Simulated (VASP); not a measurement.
A run of VASP 6.6.1 is set up as follows.

The input INCAR:

```
PREC = Accurate ; ENCUT = 600
EDIFF = 1E-7 ; ISMEAR = -1
SIGMA = 0.15 ; LREAL = F
LASPH = T ; NELM = 100
ALGO = Normal ; ISIF = 3
LWAVE = F ; LCHARG = F
GGA = PS ; IBRION = 2
NSW = 80 ; EDIFFG = -0.01
```

The input KPOINTS:

```
Automatic mesh
0
Gamma
  11 11 6
```

POSCAR

```
Ta
1.0
    2.9003720000      0.0000000000      0.0000000000
   -1.4501860000      2.5117960000      0.0000000000
    0.0000000000      0.0000000000      5.1662740000
Ta
2
Direct
    0.6666666667      0.3333333333      0.7500000000
    0.3333333333      0.6666666667      0.2500000000
```

Potentials or basis: VASP PAW PBE potentials, release 64 (Ta_pv).

Launch:

```bash
$ cat potpaw_PBE.64/Ta_pv/POTCAR > POTCAR
$ mpirun -np 1 vasp_std > vasp.out
```

(1) Estimate the space group after relaxing (to 0.05 Å).

(2) What does it give for the band gap on the k mesh?

## Answers

(1) P6_3/mmc (No. 194).

(2) zero (band 11 reaches 7.19 eV, above the bottom of band 12 at 4.90 eV).

Caveat: spin-orbit coupling is left out, which moves the levels of the heavy elements.
